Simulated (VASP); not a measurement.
# CoO (P1) in VASP: single point with PBE+U

Aim: the single point of CoO with PBE+U.

Everything below comes from runs of VASP 6.6.1. Logs are shortened: lines on timing, memory, paths and dates and some standing lists are left out, and cuts for length are marked.

## Step 1: The cell of the first run

The typed cell holds 4 atoms: a = 5.232 Å, b = 5.232 Å, c = 5.232 Å, α = 33.56°, β = 33.56°, γ = 33.56°.

## Step 2: Single point, PBE+U, collinear spin, antiferromagnetic start

Input file INCAR:

```
SYSTEM = CoO
PREC = Accurate
ENCUT = 520
EDIFF = 1E-6
ISMEAR = -1
SIGMA = 0.1
LREAL = .FALSE.
LASPH = .TRUE.
NELM = 150
ALGO = Normal
ISIF = 2
LWAVE = .FALSE.
LCHARG = .FALSE.
ISPIN = 2
MAGMOM = 2.7 -2.7 0 0
LORBIT = 11
LMAXMIX = 4
LDAU = .TRUE.
LDAUTYPE = 2
LDAUL = 2 -1
LDAUU = 4 0
LDAUJ = 0 0
LDAUPRINT = 1
GGA = PE
NBANDS = 27
```

Input file KPOINTS:

```
Automatic mesh
0
G
  3 3 3
  0 0 0
```

Input file POSCAR:

```
CoO
1.0
    4.2720000000      2.1360000000      2.1360000000
    2.1360000000      4.2720000000      2.1360000000
    2.1360000000      2.1360000000      4.2720000000
Co O
2 2
Direct
    0.0000000000      0.0000000000      0.0000000000
    0.5000000000      0.5000000000      0.5000000000
    0.2601000000      0.2433000000      0.2567000000
    0.7527000000      0.7590000000      0.7534000000
```

Potentials or basis: VASP PAW PBE potentials, release 64 (Co, O).

Started as:

```bash
> cat potpaw_PBE.64/Co/POTCAR potpaw_PBE.64/O/POTCAR > POTCAR
> mpirun -np 1 vasp_std > vasp.out
```

OUTCAR:

```text
SYSTEM = CoO
   PREC = Accurate
   ENCUT = 520
   EDIFF = 1E-6
   ISMEAR = -1
   LREAL = .FALSE.
   LASPH = .TRUE.
   NELM = 150
   ISIF = 2
   ISPIN = 2
   LORBIT = 11
   GGA = PE

 ion  position               nearest neighbor table
   1  0.000  0.000  0.000-   3 2.09   3 2.10   3 2.13   4 2.17   4 2.18   4 2.19   2 3.02   2 3.02
                             2 3.02   2 3.02   2 3.02   2 3.02
   2  0.500  0.500  0.500-   4 2.09   4 2.10   4 2.10   3 2.14   3 2.17   3 2.18   1 3.02   1 3.02
                             1 3.02   1 3.02   1 3.02   1 3.02
   3  0.260  0.243  0.257-   1 2.09   1 2.10   1 2.13   2 2.14   2 2.17   2 2.18
   4  0.753  0.759  0.753-   2 2.09   2 2.10   2 2.10   1 2.17   1 2.18   1 2.19

  LATTYP: Found a trigonal (rhomboedric) cell.
 ALAT       =     5.2321100906
 COS(alpha) =     0.8333333333

  Lattice vectors:

 A1 = (   4.2720000000,   2.1360000000,   2.1360000000)
 A2 = (   2.1360000000,   4.2720000000,   2.1360000000)
 A3 = (   2.1360000000,   2.1360000000,   4.2720000000)

Analysis of symmetry for initial positions (statically):
=====================================================================
 Subroutine PRICEL returns:
 Original cell was already a primitive cell.

 Routine SETGRP: Setting up the symmetry group for a
 trigonal (rhombohedral) supercell.

 Subroutine GETGRP returns: Found  1 space group operations
 (whereof  1 operations were pure point group operations)
 out of a pool of 12 trial point group operations.

The static configuration has the point symmetry C_1 .

Analysis of symmetry for dynamics (positions and initial velocities):
=====================================================================
 Subroutine PRICEL returns:
 Original cell was already a primitive cell.

 Routine SETGRP: Setting up the symmetry group for a
 trigonal (rhombohedral) supercell.

 Subroutine GETGRP returns: Found  1 space group operations
 (whereof  1 operations were pure point group operations)
 out of a pool of 12 trial point group operations.

The dynamic configuration has the point symmetry C_1 .

Analysis of structural, dynamic, and magnetic symmetry:
=====================================================================
 Subroutine PRICEL returns:
 Original cell was already a primitive cell.

 Routine SETGRP: Setting up the symmetry group for a
 trigonal (rhombohedral) supercell.

 Subroutine GETGRP returns: Found  1 space group operations
 (whereof  1 operations were pure point group operations)
 out of a pool of 12 trial point group operations.

The overall configuration has the point symmetry C_1 .

 Subroutine INISYM returns: Found  1 space group operations
 (whereof  1 operations are pure point group operations),
 and found     1 'primitive' translations

----------------------------------------------------------------------------------------

                                     Primitive cell

  volume of cell :      38.9820

  direct lattice vectors                    reciprocal lattice vectors
     4.272000000  2.136000000  2.136000000     0.351123596 -0.117041199 -0.117041199
     2.136000000  4.272000000  2.136000000    -0.117041199  0.351123596 -0.117041199
     2.136000000  2.136000000  4.272000000    -0.117041199 -0.117041199  0.351123596

  length of vectors
     5.232110091  5.232110091  5.232110091     0.388181740  0.388181740  0.388181740

  position of ions in fractional coordinates (direct lattice)
     0.000000000  0.000000000  0.000000000
     0.500000000  0.500000000  0.500000000
     0.260100000  0.243300000  0.256700000
     0.752700000  0.759000000  0.753400000

  ion indices of the primitive-cell ions
   primitive index   ion index
                 1           1
                 2           2
                 3           3
                 4           4

----------------------------------------------------------------------------------------

 KPOINTS: Automatic mesh

Automatic generation of k-mesh.
 Grid dimensions read from file:
 generate k-points for:    3    3    3

 Generating k-lattice:

  Cartesian coordinates                     Fractional coordinates (reciprocal lattice)
     0.117041199 -0.039013733 -0.039013733     0.333333333  0.000000000  0.000000000
    -0.039013733  0.117041199 -0.039013733     0.000000000  0.333333333  0.000000000
    -0.039013733 -0.039013733  0.117041199     0.000000000  0.000000000  0.333333333

  Length of vectors
     0.129393913  0.129393913  0.129393913

  Shift w.r.t. Gamma in fractional coordinates (k-lattice)
[... 81 lines left out ...]

 number of electron      29.9999996 magnetization       0.0000589

atom =   1  type =  1  l = 2

 onsite density matrix

spin component  1

  0.9668 -0.0005 -0.0004  0.0001  0.0002
 -0.0005  0.9659  0.0004 -0.0000 -0.0004
 -0.0004  0.0004  1.0086 -0.0001 -0.0024
  0.0001 -0.0000 -0.0001  0.9732 -0.0002
  0.0002 -0.0004 -0.0024 -0.0002  1.0064

spin component  2

  0.9611 -0.0003 -0.0055 -0.0104 -0.0074
 -0.0003  0.9617 -0.0045 -0.0132 -0.0067
 -0.0055 -0.0045  0.1637 -0.0023 -0.0269
 -0.0104 -0.0132 -0.0023  0.0379 -0.0037
 -0.0074 -0.0067 -0.0269 -0.0037  0.1340

 occupancies and eigenvectors

  o =  0.0373  v =  0.0000  0.0000  0.0000  0.0000  0.0000 -0.0118 -0.0147 -0.0296 -0.9982 -0.0484      0.0000  0.0000  0.0000  0.0000  0.0000  0.0000  0.0000  0.0000  0.0000  0.0000
  o =  0.1183  v =  0.0000  0.0000  0.0000  0.0000  0.0000  0.0101  0.0086  0.5074 -0.0570  0.8597      0.0000  0.0000  0.0000  0.0000  0.0000  0.0000  0.0000  0.0000  0.0000  0.0000
  o =  0.1796  v =  0.0000  0.0000  0.0000  0.0000  0.0000 -0.0013 -0.0006 -0.8611  0.0009  0.5084      0.0000  0.0000  0.0000  0.0000  0.0000  0.0000  0.0000  0.0000  0.0000  0.0000
  o =  0.9613  v =  0.0000  0.0000  0.0000  0.0000  0.0000 -0.9883 -0.1516  0.0073  0.0132  0.0097      0.0000  0.0000  0.0000  0.0000  0.0000  0.0000  0.0000  0.0000  0.0000  0.0000
  o =  0.9620  v =  0.0000  0.0000  0.0000  0.0000  0.0000  0.1518 -0.9883  0.0043  0.0123  0.0064      0.0000  0.0000  0.0000  0.0000  0.0000  0.0000  0.0000  0.0000  0.0000  0.0000
  o =  0.9657  v = -0.3981 -0.9173  0.0057  0.0022 -0.0060  0.0000  0.0000  0.0000  0.0000  0.0000      0.0000  0.0000  0.0000  0.0000  0.0000  0.0000  0.0000  0.0000  0.0000  0.0000
  o =  0.9670  v =  0.9171 -0.3980  0.0122 -0.0172 -0.0085  0.0000  0.0000  0.0000  0.0000  0.0000      0.0000  0.0000  0.0000  0.0000  0.0000  0.0000  0.0000  0.0000  0.0000  0.0000
  o =  0.9732  v =  0.0166 -0.0048  0.0041  0.9998  0.0057  0.0000  0.0000  0.0000  0.0000  0.0000      0.0000  0.0000  0.0000  0.0000  0.0000  0.0000  0.0000  0.0000  0.0000  0.0000
  o =  1.0048  v =  0.0005  0.0018 -0.5477  0.0070 -0.8367  0.0000  0.0000  0.0000  0.0000  0.0000      0.0000  0.0000  0.0000  0.0000  0.0000  0.0000  0.0000  0.0000  0.0000  0.0000
  o =  1.0102  v = -0.0104  0.0133  0.8366 -0.0001 -0.5476  0.0000  0.0000  0.0000  0.0000  0.0000      0.0000  0.0000  0.0000  0.0000  0.0000  0.0000  0.0000  0.0000  0.0000  0.0000

atom =   2  type =  1  l = 2

 onsite density matrix

spin component  1

  0.5564  0.4396  0.0590 -0.1126  0.0036
  0.4396  0.4704  0.0184  0.1255 -0.0461
  0.0590  0.0184  0.1648 -0.1143  0.0353
 -0.1126  0.1255 -0.1143  0.8617 -0.1918
  0.0036 -0.0461  0.0353 -0.1918  0.1969

spin component  2

  0.9702 -0.0018  0.0002  0.0000 -0.0002
 -0.0018  0.9730 -0.0002 -0.0004 -0.0000
  0.0002 -0.0002  1.0082  0.0011  0.0028
  0.0000 -0.0004  0.0011  0.9637  0.0015
 -0.0002 -0.0000  0.0028  0.0015  1.0092

 occupancies and eigenvectors

  o =  0.0371  v = -0.6591  0.7235  0.0262 -0.2023 -0.0252  0.0000  0.0000  0.0000  0.0000  0.0000      0.0000  0.0000  0.0000  0.0000  0.0000  0.0000  0.0000  0.0000  0.0000  0.0000
  o =  0.1372  v =  0.0257  0.0829 -0.7722  0.0342  0.6285  0.0000  0.0000  0.0000  0.0000  0.0000      0.0000  0.0000  0.0000  0.0000  0.0000  0.0000  0.0000  0.0000  0.0000  0.0000
  o =  0.1503  v = -0.0536  0.0335  0.6128  0.2823  0.7354  0.0000  0.0000  0.0000  0.0000  0.0000      0.0000  0.0000  0.0000  0.0000  0.0000  0.0000  0.0000  0.0000  0.0000  0.0000
  o =  0.9599  v = -0.7252 -0.6793 -0.0555 -0.0807  0.0554  0.0000  0.0000  0.0000  0.0000  0.0000      0.0000  0.0000  0.0000  0.0000  0.0000  0.0000  0.0000  0.0000  0.0000  0.0000
  o =  0.9636  v =  0.0000  0.0000  0.0000  0.0000  0.0000  0.0059  0.0434 -0.0215  0.9983 -0.0324      0.0000  0.0000  0.0000  0.0000  0.0000  0.0000  0.0000  0.0000  0.0000  0.0000
  o =  0.9657  v =  0.1902 -0.0849  0.1561 -0.9337  0.2460  0.0000  0.0000  0.0000  0.0000  0.0000      0.0000  0.0000  0.0000  0.0000  0.0000  0.0000  0.0000  0.0000  0.0000  0.0000
  o =  0.9693  v =  0.0000  0.0000  0.0000  0.0000  0.0000  0.8955  0.4444 -0.0009 -0.0244  0.0067      0.0000  0.0000  0.0000  0.0000  0.0000  0.0000  0.0000  0.0000  0.0000  0.0000
  o =  0.9739  v =  0.0000  0.0000  0.0000  0.0000  0.0000  0.4450 -0.8948 -0.0087  0.0361  0.0013      0.0000  0.0000  0.0000  0.0000  0.0000  0.0000  0.0000  0.0000  0.0000  0.0000
  o =  1.0059  v =  0.0000  0.0000  0.0000  0.0000  0.0000  0.0078 -0.0047  0.7685 -0.0041 -0.6398      0.0000  0.0000  0.0000  0.0000  0.0000  0.0000  0.0000  0.0000  0.0000  0.0000
  o =  1.0116  v =  0.0000  0.0000  0.0000  0.0000  0.0000 -0.0018 -0.0045  0.6395  0.0388  0.7678      0.0000  0.0000  0.0000  0.0000  0.0000  0.0000  0.0000  0.0000  0.0000  0.0000

 number of electron      29.9999996 magnetization      -0.0000023

 Free energy of the ion-electron system (eV)
  ---------------------------------------------------
  ext. energy  EPLUGINS =         0.00000000
  ---------------------------------------------------
  free energy    TOTEN  =       -23.81909979 eV

  energy without entropy =      -23.81909400  energy(sigma->0) =      -23.81909690

 E-fermi :   7.7055     XC(G=0): -12.2919

 val. band max:        6.5008773130   @ k =   0.0000   0.0000   0.0000
 cond. band min:       8.8495107371   @ k =  -0.3333   0.0000  -0.3333
 fundamental gap:      2.3486334241
 Fermi energy:         7.7055036364

 spin component 1

 k-point     1 :       0.0000    0.0000    0.0000
  band No.  band energies     occupation
      1     -11.8814      1.00000
      2     -10.6267      1.00000
      3      -0.2511      1.00000
      4       1.0693      1.00000
      5       1.5120      1.00000
      6       2.2964      1.00000
[... 409 lines left out ...]
     26      23.4997      0.00000
     27      23.8538      0.00000
 Fermi energy:         7.7055036364

 spin component 2

 k-point     1 :       0.0000    0.0000    0.0000
  band No.  band energies     occupation
      1     -11.8733      1.00000
      2     -10.6150      1.00000
      3      -0.0952      1.00000
      4       1.2501      1.00000
      5       1.2580      1.00000
      6       2.3086      1.00000
[... 409 lines left out ...]
     26      23.5867      0.00000
     27      23.8035      0.00000

------------------------ aborting loop because EDIFF is reached ----------------------------------------

  FORCE on cell =-STRESS in cart. coord.  units (eV):
  Direction    XX          YY          ZZ          XY          YZ          ZX
  --------------------------------------------------------------------------------------
  -------------------------------------------------------------------------------------
  Total       -0.2164997      1.1202195     -0.2055599     -0.0641455     -0.1328754     -0.0187306
  in kB       -8.8982426     46.0415543     -8.4486104     -2.6364124     -5.4612428     -0.7698359
  external PRESSURE =       9.5649005 kB  Pullay stress =       0.0000000 kB

 VOLUME and BASIS-vectors are now :
 -----------------------------------------------------------------------------
  energy-cutoff  :      520.00
  volume of cell :       38.98
      direct lattice vectors                 reciprocal lattice vectors
     4.272000000  2.136000000  2.136000000     0.351123596 -0.117041199 -0.117041199
     2.136000000  4.272000000  2.136000000    -0.117041199  0.351123596 -0.117041199
     2.136000000  2.136000000  4.272000000    -0.117041199 -0.117041199  0.351123596

 POSITION                                       TOTAL-FORCE (eV/Angst)
 -----------------------------------------------------------------------------------
      0.00000      0.00000      0.00000         0.177963      0.164853      0.161835
      4.27200      4.27200      4.27200         0.265535      0.178665      0.232396
      2.17915      2.14326      2.17188         0.078475     -0.275014      0.069769
      6.44602      6.45948      6.44752        -0.521974     -0.068503     -0.464001
 -----------------------------------------------------------------------------------
    total drift:                                0.001386     -0.000528     -0.001295

  FREE ENERGIE OF THE ION-ELECTRON SYSTEM (eV)
  ---------------------------------------------------
  free  energy   TOTEN  =       -23.8190997948 eV

  energy  without entropy=      -23.8190940016  energy(sigma->0) =      -23.81909690

 total charge

# of ion       s       p       d       tot
------------------------------------------
    1        0.294   0.354   7.155   7.803
    2        0.301   0.368   7.149   7.818
    3        1.551   3.457   0.000   5.008
    4        1.551   3.458   0.000   5.009
--------------------------------------------------
tot          3.697   7.636  14.305  25.638

 magnetization (x)

# of ion       s       p       d       tot
------------------------------------------
    1        0.007   0.003   2.661   2.670
    2       -0.007  -0.003  -2.673  -2.684
    3        0.001   0.020   0.000   0.020
    4       -0.001  -0.006   0.000  -0.007
--------------------------------------------------
tot         -0.001   0.013  -0.013   0.000
```

Wall time 12 min (1 thread of Intel Xeon 8259CL, shared host); peak memory 0.3 GiB.

What came out:

```
Free energy                                           : -23.8191 eV
Pressure                                              : 1.0 GPa
Largest force                                         : 0.702 eV/Å
Band gap on the k mesh                                : 2.35 eV
Net moment                                            : 0.00 μB per cell
Site moments                                          : Co +2.67, -2.68; O +0.02, -0.01 μB
Valence electrons inside the program's atomic spheres : Co 7.80, 7.82; O 5.01
```

Forces on the atoms (eV/Å):
```
Co   0.178  0.165  0.162
Co   0.266  0.179  0.232
O    0.078 -0.275  0.070
O   -0.522 -0.069 -0.464
```

Stress tensor (GPa, compression positive):
```
-0.89 -0.26 -0.08
-0.26  4.60 -0.55
-0.08 -0.55 -0.84
```

Levels at points of the mesh, in eV from the valence-band top:
Spin up:
```
           k point  band 11  band 12  band 13  band 14  band 15  band 16  band 17  band 18  band 19  band 20
(0.00, 0.00, 0.00)    -1.29    -1.17    -1.02    -0.68     0.00     2.61     3.02     4.05     4.37     6.58
```
Spin down:
| k point | band 12 | band 13 | band 14 | band 15 | band 16 | band 17 | band 18 | band 19 |
| --- | --- | --- | --- | --- | --- | --- | --- | --- |
| (0.00, 0.00, 0.00) | -1.21 | -1.00 | -0.64 | -0.38 | 2.61 | 2.83 | 3.60 | 4.81 |

Eigenvalues of the final occupation matrices:
| site | spin | trace | eigenvalues |
| --- | --- | --- | --- |
| site 1 d | 1 | 4.92 | 0.97 0.97 0.97 1.00 1.01 |
| site 1 d | 2 | 2.26 | 0.04 0.12 0.18 0.96 0.96 |
| site 2 d | 1 | 2.25 | 0.04 0.14 0.15 0.96 0.97 |
| site 2 d | 2 | 4.92 | 0.96 0.97 0.97 1.01 1.01 |

Caveat: the k points lie up to 0.81 Å⁻¹ apart; an odd mesh through Γ misses points on the zone boundary, where band edges can lie.
